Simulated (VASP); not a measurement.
A run of VASP 6.6.1 is set up as follows.

Contents of POSCAR:

```
BiTe
1.0
    0.0000000000      3.2350000000      3.2350000000
    3.2350000000      0.0000000000      3.2350000000
    3.2350000000      3.2350000000      0.0000000000
Bi Te
1 1
Direct
    0.0154559505     -0.0154559505     -0.0154559505
    0.5000000000      0.5000000000      0.5000000000
```

The input INCAR.step1:

```
SYSTEM = BiTe
  PREC = Accurate
  ENCUT = 520
  ISMEAR = 0
  SIGMA = 0.15
  LREAL = .FALSE.
  LASPH = .TRUE.
  NELM = 100
  NBANDS = 18
  GGA = PE
  ALGO = Normal
  EDIFF = 1E-4
  LWAVE = .TRUE.
  LCHARG = .FALSE.
```

INCAR.step2

```
SYSTEM = BiTe
  PREC = Accurate
  ENCUT = 520
  EDIFF = 1E-7
  ISMEAR = 0
  SIGMA = 0.15
  LREAL = .FALSE.
  LASPH = .TRUE.
  NELM = 100
  ALGO = Normal
  ISIF = 2
  LWAVE = .FALSE.
  LCHARG = .FALSE.
  METAGGA = R2SCAN
  LMIXTAU = .TRUE.
  NBANDS = 18
  ISTART = 1
```

File KPOINTS:

```
regular mesh
0
G
  14 14 14
  0 0 0
```

Potentials or basis: VASP PAW PBE potentials, release 64 (Bi_d, Te).

Command:

```sh
$ cat potpaw_PBE.64/Bi_d/POTCAR potpaw_PBE.64/Te/POTCAR > POTCAR
$ cp INCAR.step1 INCAR
$ mpirun -np 1 vasp_std > vasp.out
$ cp INCAR.step2 INCAR
$ mpirun -np 1 vasp_std > vasp.out
```

Predict the largest force.

0.257 eV/Å.

Estimate the pressure.

0.1 GPa.

Estimate the band gap on the k mesh.

zero (an odd number of electrons rules out a gap without spin polarisation).

Forces in eV/Å, atoms in the order of the input:
```
Bi   0.257  0.000  0.000
Te  -0.257  0.000  0.000
```

Caveat: the cell differs from its parent crystal (all Bi atoms moved -0.100 Å, as atom 1 along Cartesian [1 0 0]); the PAW data sets were made with another functional, which shifts forces and pressure a little; spin-orbit coupling is left out, which moves the levels of the heavy elements.
